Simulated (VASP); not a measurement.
# Ba (Pm-3m) in VASP: notebook

Aim: see how the results for Ba move with the level of theory and the settings. Levels: LDA, PBEsol, r2SCAN, HSE06. Tasks: single point.

All numbers are computed with VASP 6.6.1; they aren't measurements. Logs are shortened: lines on timing, memory, paths and dates and some standing lists are left out, and cuts for length are marked.

### 1 The cell of the first run

Symmetry: Pm-3m, No. 221, cubic system. The conventional cell has a = 3.918 Å, b = 3.918 Å, c = 3.918 Å, α = 90.00°, β = 90.00°, γ = 90.00°. Ba (site symmetry m-3m) has 6 Ba at 3.92 Å within 5.1 Å.

This isn't the form of Ba at room conditions, which is bcc.

### 2 Single point, LDA

File INCAR:

```
PREC = Accurate
ENCUT = 520
EDIFF = 1E-6
ISMEAR = -1
SIGMA = 0.05
LREAL = F
LASPH = T
NELM = 80
ALGO = Normal
ISIF = 2
LWAVE = F
LCHARG = F
GGA = CA
NBANDS = 11
```

File KPOINTS:

```
regular mesh
0
Gamma
  4 4 4
```

File POSCAR:

```
Ba
1.0
    3.9177175405      0.0000000000      0.0000000000
    0.0000000000      3.9177175405      0.0000000000
    0.0000000000      0.0000000000      3.9177175405
Ba
1
Direct
    0.0000000000      0.0000000000      0.0000000000
```

Potentials or basis: VASP PAW LDA potentials, release 64 (Ba_sv).

Command:

```sh
$ cat potpaw_LDA.64/Ba_sv/POTCAR > POTCAR
$ mpirun -np 1 vasp_std > vasp.out
```

OUTCAR:

```text
PREC = Accurate
   ENCUT = 520
   EDIFF = 1E-6
   ISMEAR = -1
   LREAL = F
   LASPH = T
   NELM = 80
   ISIF = 2
   GGA = CA

 ion  position               nearest neighbor table
   1  0.000  0.000  0.000-

  LATTYP: Found a simple cubic cell.
 ALAT       =     3.9177175405

  Lattice vectors:

 A1 = (   3.9177175405,   0.0000000000,   0.0000000000)
 A2 = (   0.0000000000,   3.9177175405,   0.0000000000)
 A3 = (   0.0000000000,   0.0000000000,   3.9177175405)

Analysis of symmetry for initial positions (statically):
=====================================================================
 Subroutine PRICEL returns:
 Original cell was already a primitive cell.

 Routine SETGRP: Setting up the symmetry group for a
 simple cubic supercell.

 Subroutine GETGRP returns: Found 48 space group operations
 (whereof 48 operations were pure point group operations)
 out of a pool of 48 trial point group operations.

The static configuration has the point symmetry O_h .

Analysis of symmetry for dynamics (positions and initial velocities):
=====================================================================
 Subroutine PRICEL returns:
 Original cell was already a primitive cell.

 Routine SETGRP: Setting up the symmetry group for a
 simple cubic supercell.

 Subroutine GETGRP returns: Found 48 space group operations
 (whereof 48 operations were pure point group operations)
 out of a pool of 48 trial point group operations.

The dynamic configuration has the point symmetry O_h .

 Subroutine INISYM returns: Found 48 space group operations
 (whereof 48 operations are pure point group operations),
 and found     1 'primitive' translations

----------------------------------------------------------------------------------------

                                     Primitive cell

  volume of cell :      60.1311

  direct lattice vectors                    reciprocal lattice vectors
     3.917717540  0.000000000  0.000000000     0.255250663  0.000000000  0.000000000
     0.000000000  3.917717540  0.000000000     0.000000000  0.255250663  0.000000000
     0.000000000  0.000000000  3.917717540     0.000000000  0.000000000  0.255250663

  length of vectors
     3.917717540  3.917717540  3.917717540     0.255250663  0.255250663  0.255250663

  position of ions in fractional coordinates (direct lattice)
     0.000000000  0.000000000  0.000000000

  ion indices of the primitive-cell ions
   primitive index   ion index
                 1           1

----------------------------------------------------------------------------------------

 KPOINTS: regular mesh

Automatic generation of k-mesh.
 Grid dimensions read from file:
 generate k-points for:    4    4    4

 Generating k-lattice:

  Cartesian coordinates                     Fractional coordinates (reciprocal lattice)
     0.063812666  0.000000000  0.000000000     0.250000000  0.000000000  0.000000000
     0.000000000  0.063812666  0.000000000     0.000000000  0.250000000  0.000000000
     0.000000000  0.000000000  0.063812666     0.000000000  0.000000000  0.250000000

  Length of vectors
     0.063812666  0.063812666  0.063812666

  Shift w.r.t. Gamma in fractional coordinates (k-lattice)
     0.000000000  0.000000000  0.000000000

 Subroutine IBZKPT returns following result:
 ===========================================

 Found     10 irreducible k-points:

 Following reciprocal coordinates:
            Coordinates               Weight
  0.000000  0.000000  0.000000      1.000000
  0.250000  0.000000  0.000000      6.000000
  0.500000  0.000000  0.000000      3.000000
  0.250000  0.250000  0.000000     12.000000
  0.500000  0.250000  0.000000     12.000000
  0.500000  0.500000  0.000000      3.000000
  0.250000  0.250000  0.250000      8.000000
  0.500000  0.250000  0.250000     12.000000
  0.500000  0.500000  0.250000      6.000000
  0.500000  0.500000  0.500000      1.000000
   k-points           NKPTS =     10   k-points in BZ     NKDIM =     10   number of bands    NBANDS=     11
   number of dos      NEDOS =    301   number of ions     NIONS =      1
   total plane-waves  NPLWV =  27000
   dimension x,y,z NGX =    30 NGY =   30 NGZ =   30
   dimension x,y,z NGXF=    60 NGYF=   60 NGZF=   60
   ions per type =               1
   NGX,Y,Z   is equivalent  to a cutoff of  12.73, 12.73, 12.73 a.u.
   NGXF,Y,Z  is equivalent  to a cutoff of  25.46, 25.46, 25.46 a.u.
 SYSTEM =  unknown system
   PREC   = accura    normal or accurate (medium, high low for compatibility)
   ISTART =      0    job   : 0-new  1-cont  2-samecut
   ICHARG =      2    charge: 1-file 2-atom 10-const
   ISPIN  =      1    spin polarized calculation?
   LNONCOLLINEAR =      F non collinear calculations
   LSORBIT =      F    spin-orbit coupling
   LASPH  =      T    aspherical Exc in radial PAW
   ENCUT  =  520.0 eV  38.22 Ry    6.18 a.u.   7.28  7.28  7.28*2*pi/ulx,y,z
   NELM   =     80;   NELMIN=  2; NELMDL= -5     # of ELM steps
   EDIFF  = 0.1E-05   stopping-criterion for ELM
   LREAL  =      F    real-space projection
   EDIFFG = 0.1E-04   stopping-criterion for IOM
   NSW    =      0    number of steps for IOM
   IBRION =     -1    ionic relax: 0-MD 1-quasi-New 2-CG
   NFREE  =      0    steps in history (QN), initial steepest desc. (CG)
   ISIF   =      2    stress and relaxation
   ISYM   =      2    0-nonsym 1-usesym 2-fastsym
   POTIM  = 0.5000    time-step for ionic-motion
   TEBEG  =    0.0;   TEEND  =   0.0 temperature during run
   PSTRESS=    0.0 pullay stress
   NELECT =      10.0000    total number of electrons
   NUPDOWN=      -1.0000    fix difference up-down
   EMIN   =  10.00;   EMAX   =-10.00  energy-range for DOS
   EFERMI =   0.00;   METHOD = LEGACY
   ISMEAR =    -1;   SIGMA  =   0.05  broadening in eV -4-tet -1-fermi 0-gaus
   EFERMI_NEDOS =   21; number of points for ismear=-14 and -15
   IALGO  =     38    algorithm
   IMIX   =      4    mixing-type and parameters
     AMIX     =   0.40;   BMIX     =  1.00
     AMIX_MAG =   1.60;   BMIX_MAG =  1.00
  volume/ion in A,a.u.               =      60.13       405.78
  Fermi-wavevector in a.u.,A,eV,Ry     =   0.900275  1.701272 11.027448  0.810495
  Thomas-Fermi vector in A             =   2.023212
   LORBIT       =      0    0 simple, 1 ext, 2 COOP (PROOUT), +10 PAW based schemes
   GGA     = CA    functional components
   LHFCALC =     F    Hartree Fock is set to
   AEXX    =    0.0000 exact exchange contribution
   IVDW    =     0    specifies the selected vdW correction
   LEPSILON=     F    determine dielectric tensor
   LRPA    =     F    only Hartree local field effects (RPA)
 non-spin polarized calculation
  energy-cutoff  :      520.00
  volume of cell :       60.13
 maximum number of plane-waves:      1647
 NGX is ok and might be reduce to    30
   NGX = 15   NGY = 15   NGZ = 15

 number of electron      10.0000001 magnetization

 Free energy of the ion-electron system (eV)
  ---------------------------------------------------
  ext. energy  EPLUGINS =         0.00000000
  ---------------------------------------------------
  free energy    TOTEN  =        -1.90030455 eV

  energy without entropy =       -1.87688524  energy(sigma->0) =       -1.88859489

 E-fermi :   1.4350     XC(G=0):  -7.7493

 val. band max:        1.3511859506   @ k =   0.5000   0.2500   0.2500
 cond. band min:       1.4383661862   @ k =   0.5000   0.5000   0.5000
 fundamental gap:      0.0871802356
 Fermi energy:         1.4350143066

 k-point     1 :       0.0000    0.0000    0.0000
  band No.  band energies     occupation
      1     -27.5325      2.00000
      2     -12.3523      2.00000
      3     -12.3523      2.00000
      4     -12.3523      2.00000
      5      -1.0865      2.00000
      6       1.4489      0.86237
      7       1.4489      0.86237
      8       6.4831      0.00000
      9       6.4831      0.00000
     10       6.4831      0.00000
     11       9.2453      0.00000

 k-point     2 :       0.2500    0.0000    0.0000
  band No.  band energies     occupation
      1     -27.4995      2.00000
      2     -12.7626      2.00000
      3     -12.3158      2.00000
      4     -12.3158      2.00000
      5      -0.2768      2.00000
      6       1.7092      0.00828
      7       2.3082      0.00000
      8       5.0167      0.00000
      9       5.0167      0.00000
     10       6.6146      0.00000
     11       7.3350      0.00000

 k-point     3 :       0.5000    0.0000    0.0000
  band No.  band energies     occupation
      1     -27.4661      2.00000
      2     -13.1328      2.00000
      3     -12.2788      2.00000
      4     -12.2788      2.00000
      5       0.7558      2.00000
      6       2.0197      0.00002
      7       2.4532      0.00000
      8       4.1532      0.00000
      9       4.1532      0.00000
     10       6.7557      0.00000
     11       8.4898      0.00000

 k-point     4 :       0.2500    0.2500    0.0000
  band No.  band energies     occupation
      1     -27.4670      2.00000
      2     -12.7279      2.00000
      3     -12.7018      2.00000
      4     -12.2804      2.00000
      5       0.4548      2.00000
      6       2.0323      0.00001
      7       2.9965      0.00000
      8       3.7845      0.00000
      9       5.0767      0.00000
     10       5.4162      0.00000
     11       8.2883      0.00000
[... 43 lines left out ...]
 k-point     8 :       0.5000    0.2500    0.2500
  band No.  band energies     occupation
      1     -27.4024      2.00000
      2     -13.0226      2.00000
      3     -12.6329      2.00000
      4     -12.6118      2.00000
      5       1.3512      1.68490
      6       2.4304      0.00000
      7       2.5390      0.00000
      8       3.8075      0.00000
      9       4.4346      0.00000
     10       6.6368      0.00000
     11       8.7169      0.00000

 k-point     9 :       0.5000    0.5000    0.2500
  band No.  band energies     occupation
      1     -27.3704      2.00000
      2     -12.9674      2.00000
      3     -12.9674      2.00000
      4     -12.5778      2.00000
      5       0.8874      1.99996
      6       2.3849      0.00000
      7       2.3849      0.00000
      8       3.9762      0.00000
      9       7.2505      0.00000
     10       7.3754      0.00000
     11       7.3754      0.00000

 k-point    10 :       0.5000    0.5000    0.5000
  band No.  band energies     occupation
      1     -27.3388      2.00000
      2     -12.9150      2.00000
      3     -12.9150      2.00000
      4     -12.9150      2.00000
      5       1.4384      0.96649
      6       1.4384      0.96649
      7       1.4384      0.96649
      8       5.5955      0.00000
      9       8.1951      0.00000
     10       8.1967      0.00000
     11       8.3265      0.00000

------------------------ aborting loop because EDIFF is reached ----------------------------------------

  FORCE on cell =-STRESS in cart. coord.  units (eV):
  Direction    XX          YY          ZZ          XY          YZ          ZX
  --------------------------------------------------------------------------------------
  -------------------------------------------------------------------------------------
  Total       -0.5636266     -0.5636266     -0.5636266      0.0000000      0.0000000     -0.0000000
  in kB      -15.0176762    -15.0176762    -15.0176762      0.0000000      0.0000000     -0.0000000
  external PRESSURE =     -15.0176762 kB  Pullay stress =       0.0000000 kB

 VOLUME and BASIS-vectors are now :
 -----------------------------------------------------------------------------
  energy-cutoff  :      520.00
  volume of cell :       60.13
      direct lattice vectors                 reciprocal lattice vectors
     3.917717540  0.000000000  0.000000000     0.255250663  0.000000000  0.000000000
     0.000000000  3.917717540  0.000000000     0.000000000  0.255250663  0.000000000
     0.000000000  0.000000000  3.917717540     0.000000000  0.000000000  0.255250663

 POSITION                                       TOTAL-FORCE (eV/Angst)
 -----------------------------------------------------------------------------------
      0.00000      0.00000      0.00000         0.000000      0.000000      0.000000
 -----------------------------------------------------------------------------------
    total drift:                                0.000000      0.000000     -0.000000

  FREE ENERGIE OF THE ION-ELECTRON SYSTEM (eV)
  ---------------------------------------------------
  free  energy   TOTEN  =        -1.9003045472 eV

  energy  without entropy=       -1.8768852363  energy(sigma->0) =       -1.88859489
```

Run time: 4 s. Hardware: 1 thread of Intel Xeon Platinum 8259CL at 2.50GHz (Skylake/Cascade Lake), shared host; peak memory 0.14 GiB.

Results:

* Free energy: -1.9003 eV
* Pressure: -1.5 GPa
* Band gap on the k mesh: zero (filled and empty bands touch)

Levels at points of the mesh, in eV from the Fermi level:
| k point | band 2 | band 3 | band 4 | band 5 | band 6 | band 7 | band 8 | band 9 |
| --- | --- | --- | --- | --- | --- | --- | --- | --- |
| (0.00, 0.00, 0.00) | -13.79 | -13.79 | -13.79 | -2.52 | 0.01 | 0.01 | 5.05 | 5.05 |
| (0.50, 0.00, 0.00) | -14.57 | -13.71 | -13.71 | -0.68 | 0.58 | 1.02 | 2.72 | 2.72 |
| (0.50, 0.50, 0.00) | -14.45 | -14.45 | -13.64 | -0.94 | 0.68 | 3.22 | 3.22 | 3.58 |
| (0.50, 0.50, 0.50) | -14.35 | -14.35 | -14.35 | 0.00 | 0.00 | 0.00 | 4.16 | 6.76 |

Caveat: the k points lie up to 0.40 Å⁻¹ apart; spin-orbit coupling is left out, which moves the levels of the heavy elements.

### 3 Single point, PBEsol

File INCAR:

```
SYSTEM = Ba
ALGO = Normal ; EDIFF = 1E-6
ENCUT = 520 ; GGA = PS
ISIF = 2 ; ISMEAR = -1
LASPH = .TRUE. ; LCHARG = .FALSE.
LREAL = .FALSE. ; LWAVE = .FALSE.
NBANDS = 11 ; NELM = 60
PREC = Accurate ; SIGMA = 0.05
```

File KPOINTS:

```
k-points
0
G
  4 4 4
  0 0 0
```

POSCAR is that of step 2.

Potentials or basis: VASP PAW PBE potentials, release 64 (Ba_sv).

Command:

```sh
$ cat potpaw_PBE.64/Ba_sv/POTCAR > POTCAR
$ mpirun -np 1 vasp_std > vasp.out
```

Run time: 5.9 s. Hardware: 1 thread of Intel Xeon Platinum 8259CL at 2.50GHz (Skylake/Cascade Lake), shared host; peak memory 0.16 GiB.

Results (log left out):

| Item | Value |
| --- | --- |
| Free energy | -1.8144 eV |
| Pressure | -0.9 GPa |
| Band gap on the k mesh | zero (filled and empty bands touch) |

Levels at points of the mesh, in eV from the Fermi level:
```csv
k point,band 1,band 2,band 3,band 4,band 5,band 6,band 7,band 8,band 9,band 10
"(0.00, 0.00, 0.00)",-29.04,-13.84,-13.84,-13.84,-2.53,0.06,0.06,5.07,5.07,5.07
"(0.50, 0.00, 0.00)",-28.98,-14.60,-13.76,-13.76,-0.65,0.64,0.94,2.74,2.74,5.34
"(0.50, 0.50, 0.00)",-28.91,-14.49,-14.49,-13.70,-0.96,0.74,3.25,3.25,3.54,3.54
"(0.50, 0.50, 0.50)",-28.85,-14.39,-14.39,-14.39,0.00,0.00,0.00,4.08,6.76,6.76
```

Caveat: the k points lie up to 0.40 Å⁻¹ apart; the PAW data sets were made with another functional, which shifts forces and pressure a little; spin-orbit coupling is left out, which moves the levels of the heavy elements.

### 4 Single point, r2SCAN

POSCAR is that of step 3.

File INCAR.step1:

```
  ALGO = Normal
  EDIFF = 1E-4
  ENCUT = 520
  GGA = PE
  ISMEAR = -1
  LASPH = True
  LCHARG = False
  LREAL = False
  LWAVE = True
  NBANDS = 11
  NELM = 60
  PREC = Accurate
  SIGMA = 0.05
```

File INCAR.step2:

```
  ALGO = Normal
  EDIFF = 1E-6
  ENCUT = 520
  ISIF = 2
  ISMEAR = -1
  ISTART = 1
  LASPH = True
  LCHARG = False
  LMIXTAU = True
  LREAL = False
  LWAVE = False
  METAGGA = R2SCAN
  NBANDS = 11
  NELM = 60
  PREC = Accurate
  SIGMA = 0.05
```

File KPOINTS:

```
k-points
0
Gamma
  4 4 4
```

Command:

```sh
$ cat potpaw_PBE.64/Ba_sv/POTCAR > POTCAR
$ cp INCAR.step1 INCAR
$ mpirun -np 1 vasp_std > vasp.out
$ cp INCAR.step2 INCAR
$ mpirun -np 1 vasp_std > vasp.out
```

It took 23 s on 1 thread of Intel Xeon Platinum 8259CL at 2.50GHz (Skylake/Cascade Lake), shared host; peak memory 0.17 GiB.

The run converged. Its results:

```
Free energy            : -26.1745 eV
Pressure               : -0.3 GPa
Band gap on the k mesh : zero (filled and empty bands touch)
```

Levels at points of the mesh, in eV from the Fermi level:
| k point | band 1 | band 2 | band 3 | band 4 | band 5 | band 6 | band 7 | band 8 | band 9 | band 10 |
| --- | --- | --- | --- | --- | --- | --- | --- | --- | --- | --- |
| (0.00, 0.00, 0.00) | -30.16 | -14.56 | -14.56 | -14.56 | -2.59 | 0.27 | 0.27 | 5.30 | 5.30 | 5.30 |
| (0.50, 0.00, 0.00) | -30.09 | -15.33 | -14.49 | -14.49 | -0.45 | 0.84 | 0.91 | 2.93 | 2.93 | 5.58 |
| (0.50, 0.50, 0.00) | -30.03 | -15.21 | -15.21 | -14.42 | -1.07 | 1.08 | 3.48 | 3.48 | 3.73 | 3.73 |
| (0.50, 0.50, 0.50) | -29.96 | -15.10 | -15.10 | -15.10 | 0.01 | 0.01 | 0.01 | 4.14 | 6.97 | 6.97 |

Caveat: the k points lie up to 0.40 Å⁻¹ apart; the PAW data sets were made with another functional, which shifts forces and pressure a little; spin-orbit coupling is left out, which moves the levels of the heavy elements.

### 5 Single point, HSE06

POSCAR is that of step 4.

File INCAR.step1:

```
PREC = Accurate
ENCUT = 520
EDIFF = 1E-5
ISMEAR = -1
SIGMA = 0.05
LREAL = False
LASPH = True
NELM = 100
ALGO = Normal
ISIF = 2
LWAVE = True
LCHARG = False
GGA = PE
NBANDS = 11
```

File INCAR.step2:

```
PREC = Accurate
ENCUT = 520
EDIFF = 1E-6
ISMEAR = -1
SIGMA = 0.05
LREAL = False
LASPH = True
NELM = 100
ALGO = Normal
ISIF = 2
LWAVE = False
LCHARG = False
GGA = PE
LHFCALC = True
HFSCREEN = 0.2079
PRECFOCK = Normal
ISTART = 1
NBANDS = 11
```

File KPOINTS:

```
regular mesh
0
Gamma
  4 4 4
```

Command:

```sh
$ cat potpaw_PBE.64/Ba_sv/POTCAR > POTCAR
$ cp INCAR.step1 INCAR
$ mpirun -np 1 vasp_std > vasp.out
$ cp INCAR.step2 INCAR
$ mpirun -np 1 vasp_std > vasp.out
```

Run time: 3.1 min. Hardware: 1 thread of Intel Xeon Platinum 8259CL at 2.50GHz (Skylake/Cascade Lake), shared host; peak memory 0.27 GiB.

The run converged. Its results:

```
Free energy            : -1.5035 eV
Pressure               : -0.1 GPa
Band gap on the k mesh : zero (filled and empty bands touch)
```

Levels at points of the mesh, in eV from the Fermi level:
```csv
k point,band 3,band 4,band 5,band 6,band 7,band 8
"(0.00, 0.00, 0.00)",-15.37,-15.37,-3.11,0.39,0.39,5.55
"(0.50, 0.00, 0.00)",-15.29,-15.29,-0.61,0.67,1.03,3.04
"(0.50, 0.50, 0.00)",-16.05,-15.22,-1.27,1.09,3.62,3.62
"(0.50, 0.50, 0.50)",-15.94,-15.94,0.03,0.03,0.03,4.08
```

Caveat: the k points lie up to 0.40 Å⁻¹ apart; the PAW data sets were made with another functional, which shifts forces and pressure a little; spin-orbit coupling is left out, which moves the levels of the heavy elements.

### 6 The runs side by side

| level | potentials or basis | grid for exact exchange (PRECFOCK) | share of exact exchange | screening parameter | gap on the mesh (eV) | pressure (GPa) |
| --- | --- | --- | --- | --- | --- | --- |
| LDA | VASP PAW LDA potentials, release 64 (Ba_sv) | - | - | - | none | -1.5 |
| PBEsol | VASP PAW PBE potentials, release 64 (Ba_sv) | - | - | - | none | -0.9 |
| r2SCAN | VASP PAW PBE potentials, release 64 (Ba_sv) | - | - | - | none | -0.3 |
| HSE06 | VASP PAW PBE potentials, release 64 (Ba_sv) | Normal | 0.25 | 0.2079 1/Å | none | -0.1 |

Alike in all rows: task single point; no spin polarisation; cell as given; k mesh 4 × 4 × 4; cutoff (eV) 520; smearing fermi-dirac 0.05 eV.

Caveats: all runs use coarse meshes; spin-orbit coupling is left out, which moves the levels of the heavy elements; the PAW data sets were made with another functional, which shifts forces and pressure a little (at least some runs).

Absolute energies hang on the potentials; compare differences alone.

The gap in the log of VASP goes by the Fermi energy; the results here count the filled bands.